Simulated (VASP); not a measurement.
Here is a VASP 6.6.1 calculation.

Contents of POSCAR:

```
Al
1.0
   -1.9560730289      1.6112334068      1.6112334068
    1.6112334068     -1.9560730289      1.6112334068
    1.6112334068      1.6112334068     -1.9560730289
Al
1
Direct
    0.0000000000      0.0000000000      0.0000000000
```

INCAR.step1

```
PREC = Accurate
ENCUT = 520
ISMEAR = 0
SIGMA = 0.15
LREAL = False
LASPH = True
NELM = 100
NBANDS = 8
GGA = PE
ALGO = Normal
EDIFF = 1E-4
LWAVE = True
LCHARG = False
```

File INCAR.step2:

```
PREC = Accurate
ENCUT = 520
EDIFF = 1E-6
ISMEAR = 0
SIGMA = 0.15
LREAL = False
LASPH = True
NELM = 100
ALGO = Normal
ISIF = 2
LWAVE = False
LCHARG = False
METAGGA = R2SCAN
LMIXTAU = True
NBANDS = 8
ISTART = 1
```

File KPOINTS:

```
Automatic mesh
0
Gamma
  24 24 24
```

Potentials or basis: VASP PAW PBE potentials, release 64 (Al).

Command:

```sh
$ cat potpaw_PBE.64/Al/POTCAR > POTCAR
$ cp INCAR.step1 INCAR
$ mpirun -np 1 vasp_std > vasp.out
$ cp INCAR.step2 INCAR
$ mpirun -np 1 vasp_std > vasp.out
```

**Question.** Estimate the pressure.

**Answer.** 23.1 GPa.

Stress tensor (GPa, compression positive):
```
23.15 28.88 28.88
28.88 23.15 28.88
28.88 28.88 23.15
```

Caveat: the PAW data sets were made with another functional, which shifts forces and pressure a little.
